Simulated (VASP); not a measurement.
EuO, 2 atoms in the cell. Symmetry: Fm-3m, No. 225, cubic system. The conventional cell has a = 5.035 Å, b = 5.035 Å, c = 5.035 Å, α = 90.00°, β = 90.00°, γ = 90.00°. Eu (site symmetry m-3m) has 6 O at 2.52 Å within 3.3 Å. O (site symmetry m-3m) has 6 Eu at 2.52 Å within 3.3 Å. 

```yaml
Program: VASP 6.6.1
Task: single point
Functional: PBE
Potentials_or_basis: VASP PAW PBE potentials, release 64 (Eu, O)
Cutoff: 600 eV
k_mesh: 10 × 10 × 10
Occupations: gaussian, width 0.05 eV
Spin: collinear spin, ferromagnetic start
Starting_moments: "[7.39, -0.1] μB"
Hubbard_terms: Eu f U = 6.0 eV
Dipole_correction: no
Further_INCAR_settings: ALGO = Normal; EDIFF = 1e-06; NBANDS = 22
```

Potentials or basis: VASP PAW PBE potentials, release 64 (Eu, O).

Launch:

```console
$ cat potpaw_PBE.64/Eu/POTCAR potpaw_PBE.64/O/POTCAR > POTCAR
$ mpirun -np 1 vasp_std > vasp.out
```

Hardware: 1 thread of Intel(R) Xeon(R) 6975P-C (Granite Rapids), on a shared host.

Question: Estimate the wall time of this run.

Answer: Wall time 68 s on 1 thread of Intel(R) Xeon(R) 6975P-C (Granite Rapids), with other jobs on the host, peak memory 0.23 GiB. Counts: scf iterations 16, k points 47.
